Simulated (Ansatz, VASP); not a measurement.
# Two plane-wave programs on C

The input POSCAR:

```
C
1.0
    2.4562275060      0.0000000000      0.0000000000
   -1.2281137530      2.1271554177      0.0000000000
    0.0000000000      0.0000000000     24.1339601687
C
4
Direct
    0.6666666667      0.3333333333      0.5704754400
    0.3333333333      0.6666666667      0.4295245600
    0.0000000000      0.0000000000      0.4295312300
    0.0000000000      0.0000000000      0.5704687700
```

INCAR.step1

```
SYSTEM = C
  PREC = Accurate
  ENCUT = 520
  ISMEAR = -1
  SIGMA = 0.05
  LREAL = .False.
  LASPH = .True.
  NELM = 100
  NBANDS = 16
  GGA = PE
  ALGO = Normal
  EDIFF = 1E-4
  LWAVE = .True.
  LCHARG = .False.
```

File INCAR.step2:

```
SYSTEM = C
  PREC = Accurate
  ENCUT = 520
  EDIFF = 1E-7
  ISMEAR = -1
  SIGMA = 0.05
  LREAL = .False.
  LASPH = .True.
  NELM = 100
  ALGO = Normal
  ISIF = 2
  LWAVE = .False.
  LCHARG = .False.
  METAGGA = R2SCAN
  LMIXTAU = .True.
  NBANDS = 16
  ISTART = 1
```

Contents of KPOINTS:

```
Automatic mesh
0
Gamma
  12 12 2
  0 0 0
```

Contents of input.yaml:

```yaml
crystal:
  lattice:
    - [2.456227506, 0.0, 0.0]
    - [-1.228113753, 2.1271554177, 0.0]
    - [0.0, 0.0, 24.1339601687]
  atoms:
    - { symbol: C, position: [0.6666666667, 0.3333333333, 0.57047544] }
    - { symbol: C, position: [0.3333333333, 0.6666666667, 0.42952456] }
    - { symbol: C, position: [0.0, 0.0, 0.42953123] }
    - { symbol: C, position: [0.0, 0.0, 0.57046877] }
hamiltonian:
  xc: r2scan
  pseudopotentials: { kind: paw }
kpoints:
  mp_grid: { grid: [12, 12, 2] }
  band_path:
    path:
      - [[0.0, 0.0, 0.0], [0.5, 0.0, 0.0], [0.3333333333, 0.3333333333, 0.0], [0.0, 0.0, 0.0], [0.0, 0.0, 0.5], [0.5, 0.0, 0.5], [0.3333333333, 0.3333333333, 0.5], [0.0, 0.0, 0.5]]
      - [[0.5, 0.0, 0.5], [0.5, 0.0, 0.0]]
      - [[0.3333333333, 0.3333333333, 0.0], [0.3333333333, 0.3333333333, 0.5]]
    npoints: 14
scf:
  occupations: { method: fermi_dirac, width: 0.05 }
  n_extra_bands: 10
output:
  forces: true
  stress: true
  eigenvalues: true
  fatbands: false
```

Alike in both runs: functional r2SCAN; k mesh 12 × 12 × 2; occupations fermi-dirac, width 0.05 eV; no spin polarisation.

|  | VASP | Ansatz |
| --- | --- | --- |
| version | VASP 6.6.1 | Ansatz 0.2.0 |
| potentials or method | VASP PAW PBE potentials, release 64 (C) | Ansatz PAW |
| plane-wave cutoff (eV) | 520 | 500 |
| valence electrons in the cell | 16 | 16 |
| task | single point | band structure |

|  | VASP | Ansatz | Ansatz less VASP |
| --- | --- | --- | --- |
| gap on the k mesh at the Fermi level (eV) | none | none | - |
| rms of the force components (eV/Å) | 0.008 | 0.008 | -0.0001 |

VASP's potentials were made for PBE, not for r2SCAN. Atom by atom the forces differ by 0.000 eV/Å (rms over components). A gap of «none» marks a metal or a gap that the smearing closes.
